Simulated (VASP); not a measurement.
# Si2Ni (Fm-3m) in VASP: further runs

Runs on Si2Ni. Level: LDA. Tasks: single point.

Everything below comes from runs of VASP 6.6.1. Logs are shortened: lines on timing, memory, paths and dates and some standing lists are left out, and cuts for length are marked.

## 1. The cell of the first run

It takes space group Fm-3m (No. 225, cubic). Conventional cell: a = 5.557 Å, b = 5.557 Å, c = 5.557 Å, α = 90.00°, β = 90.00°, γ = 90.00°. Within 3.2 Å of Si (site symmetry -43m) lie 4 Ni at 2.41 Å and 6 Si at 2.78 Å. Within 3.2 Å of Ni (site symmetry m-3m) lie 8 Si at 2.41 Å.

## 2. Single point, LDA, collinear spin (14.30 Å³/atom)

Input file INCAR:

```
PREC = Accurate
ENCUT = 520
EDIFF = 1E-7
ISMEAR = 0
SIGMA = 0.15
LREAL = False
LASPH = True
NELM = 150
ALGO = Normal
ISIF = 2
LWAVE = False
LCHARG = False
ISPIN = 2
MAGMOM = 0 0 0.125
LORBIT = 11
NUPDOWN = 0.125
LMAXMIX = 4
GGA = CA
NBANDS = 20
```

Input file KPOINTS:

```
regular mesh
0
Gamma
  14 14 14
```

Input file POSCAR:

```
Si2Ni
1.0
    0.0000000000      2.7784916684      2.7784916684
    2.7784916684      0.0000000000      2.7784916684
    2.7784916684      2.7784916684      0.0000000000
Si Ni
2 1
Direct
    0.2500000000      0.2500000000      0.2500000000
    0.7500000000      0.7500000000      0.7500000000
    0.0000000000      0.0000000000      0.0000000000
```

Potentials or basis: VASP PAW LDA potentials, release 64 (Si, Ni).

On the command line:

```
$ cat potpaw_LDA.64/Si/POTCAR potpaw_LDA.64/Ni/POTCAR > POTCAR
$ mpirun -np 1 vasp_std > vasp.out
```

OUTCAR:

```text
PREC = Accurate
   ENCUT = 520
   EDIFF = 1E-7
   ISMEAR = 0
   LREAL = False
   LASPH = True
   NELM = 150
   ISIF = 2
   ISPIN = 2
   LORBIT = 11
   NUPDOWN = 0.125
   GGA = CA

 ion  position               nearest neighbor table
   1  0.250  0.250  0.250-   3 2.41   3 2.41   3 2.41   3 2.41   2 2.78   2 2.78   2 2.78   2 2.78
                             2 2.78   2 2.78
   2  0.750  0.750  0.750-   3 2.41   3 2.41   3 2.41   3 2.41   1 2.78   1 2.78   1 2.78   1 2.78
                             1 2.78   1 2.78
   3  0.000  0.000  0.000-   2 2.41   2 2.41   2 2.41   1 2.41   1 2.41   1 2.41   2 2.41   1 2.41

  LATTYP: Found a face centered cubic cell.
 ALAT       =     5.5569833368

  Lattice vectors:

 A1 = (   0.0000000000,   2.7784916684,   2.7784916684)
 A2 = (   2.7784916684,   0.0000000000,   2.7784916684)
 A3 = (   2.7784916684,   2.7784916684,   0.0000000000)

Analysis of symmetry for initial positions (statically):
=====================================================================
 Subroutine PRICEL returns:
 Original cell was already a primitive cell.

 Routine SETGRP: Setting up the symmetry group for a
 face centered cubic supercell.

 Subroutine GETGRP returns: Found 48 space group operations
 (whereof 48 operations were pure point group operations)
 out of a pool of 48 trial point group operations.

The static configuration has the point symmetry O_h .

Analysis of symmetry for dynamics (positions and initial velocities):
=====================================================================
 Subroutine PRICEL returns:
 Original cell was already a primitive cell.

 Routine SETGRP: Setting up the symmetry group for a
 face centered cubic supercell.

 Subroutine GETGRP returns: Found 48 space group operations
 (whereof 48 operations were pure point group operations)
 out of a pool of 48 trial point group operations.

The dynamic configuration has the point symmetry O_h .

Analysis of structural, dynamic, and magnetic symmetry:
=====================================================================
 Subroutine PRICEL returns:
 Original cell was already a primitive cell.

 Routine SETGRP: Setting up the symmetry group for a
 face centered cubic supercell.

 Subroutine GETGRP returns: Found 48 space group operations
 (whereof 48 operations were pure point group operations)
 out of a pool of 48 trial point group operations.

[... 124 lines left out ...]
  Fermi-wavevector in a.u.,A,eV,Ry     =   1.225594  2.316037 20.437043  1.502080
  Thomas-Fermi vector in A             =   2.360626
   LORBIT       =     11    0 simple, 1 ext, 2 COOP (PROOUT), +10 PAW based schemes
   GGA     = CA    functional components
   LHFCALC =     F    Hartree Fock is set to
   AEXX    =    0.0000 exact exchange contribution
   IVDW    =     0    specifies the selected vdW correction
   LEPSILON=     F    determine dielectric tensor
   LRPA    =     F    only Hartree local field effects (RPA)
 spin polarized calculation
 Gauss-broadening in eV      SIGMA  =   0.15
  energy-cutoff  :      520.00
  volume of cell :       42.90
 maximum number of plane-waves:      1185
 NGX is ok and might be reduce to    30
   NGX = 15   NGY = 15   NGZ = 15

 number of electron      18.0000011 magnetization       0.1250000

 Free energy of the ion-electron system (eV)
  ---------------------------------------------------
  ext. energy  EPLUGINS =         0.00000000
  ---------------------------------------------------
  free energy    TOTEN  =       -19.66969960 eV

  energy without entropy =      -19.65945255  energy(sigma->0) =      -19.66457608

 E-fermi :   8.9512     XC(G=0): -11.3860

 val. band max:        9.1746642240   @ k =   0.5000   0.2857   0.0000
 cond. band min:       8.9549423856   @ k =  -0.4286   0.4286   0.0000
 fundamental gap:     -0.2197218385
 Fermi energy:         9.1835018801

 spin component 1

 k-point     1 :       0.0000    0.0000    0.0000
  band No.  band energies     occupation
      1      -3.8934      1.00000
      2       4.4307      1.00000
      3       4.4307      1.00000
      4       4.4307      1.00000
      5       6.0426      1.00000
      6       6.0426      1.00000
[... 541 lines left out ...]
     19      21.7472      0.00000
     20      23.6429      0.00000

 [... further k-points ...]

 spin component 2

 k-point     1 :       0.0000    0.0000    0.0000
  band No.  band energies     occupation
      1      -3.8686      1.00000
      2       4.4800      1.00000
      3       4.4800      1.00000
      4       4.4800      1.00000
      5       6.0880      1.00000
      6       6.0880      1.00000
[... 541 lines left out ...]
     19      21.7680      0.00000
     20      23.6715      0.00000

 [... further k-points ...]

------------------------ aborting loop because EDIFF is reached ----------------------------------------

  FORCE on cell =-STRESS in cart. coord.  units (eV):
  Direction    XX          YY          ZZ          XY          YZ          ZX
  --------------------------------------------------------------------------------------
  -------------------------------------------------------------------------------------
  Total       -3.8524237     -3.8524237     -3.8524237      0.0000000     -0.0000000      0.0000000
  in kB     -143.8756610   -143.8756610   -143.8756610      0.0000000     -0.0000000      0.0000000
  external PRESSURE =    -143.8756610 kB  Pullay stress =       0.0000000 kB

 VOLUME and BASIS-vectors are now :
 -----------------------------------------------------------------------------
  energy-cutoff  :      520.00
  volume of cell :       42.90
      direct lattice vectors                 reciprocal lattice vectors
     0.000000000  2.778491668  2.778491668    -0.179953752  0.179953752  0.179953752
     2.778491668  0.000000000  2.778491668     0.179953752 -0.179953752  0.179953752
     2.778491668  2.778491668  0.000000000     0.179953752  0.179953752 -0.179953752

 POSITION                                       TOTAL-FORCE (eV/Angst)
 -----------------------------------------------------------------------------------
      1.38925      1.38925      1.38925         0.000000      0.000000      0.000000
      4.16774      4.16774      4.16774        -0.000000     -0.000000     -0.000000
      0.00000      0.00000      0.00000         0.000000     -0.000000      0.000000
 -----------------------------------------------------------------------------------
    total drift:                                0.000000     -0.000000     -0.000000

  FREE ENERGIE OF THE ION-ELECTRON SYSTEM (eV)
  ---------------------------------------------------
  free  energy   TOTEN  =       -19.6696996016 eV

  energy  without entropy=      -19.6594525522  energy(sigma->0) =      -19.66457608

 total charge

# of ion       s       p       d       tot
------------------------------------------
    1        0.765   0.795   0.000   1.559
    2        0.765   0.795   0.000   1.559
    3        0.525   0.686   8.429   9.640
--------------------------------------------------
tot          2.054   2.275   8.429  12.759

 magnetization (x)

# of ion       s       p       d       tot
------------------------------------------
    1        0.010   0.006   0.000   0.015
    2        0.010   0.006   0.000   0.015
    3        0.000   0.005   0.060   0.066
--------------------------------------------------
tot          0.020   0.017   0.060   0.097
```

Wall time 1.9 min (1 thread of AMD EPYC 9R45 (Zen 5), shared host); peak memory 0.22 GiB.

Results:

* Free energy: -19.6697 eV
* Pressure: -14.4 GPa
* Net moment: 0.12 μB per cell
* Site moments: Si +0.01; Ni +0.07 μB
* Valence electrons inside the program's atomic spheres: Si 1.56; Ni 9.64

Caveat: the cell stands under tension; the total moment is fixed, so each spin has its own Fermi level.

[end of part 1 of 2]
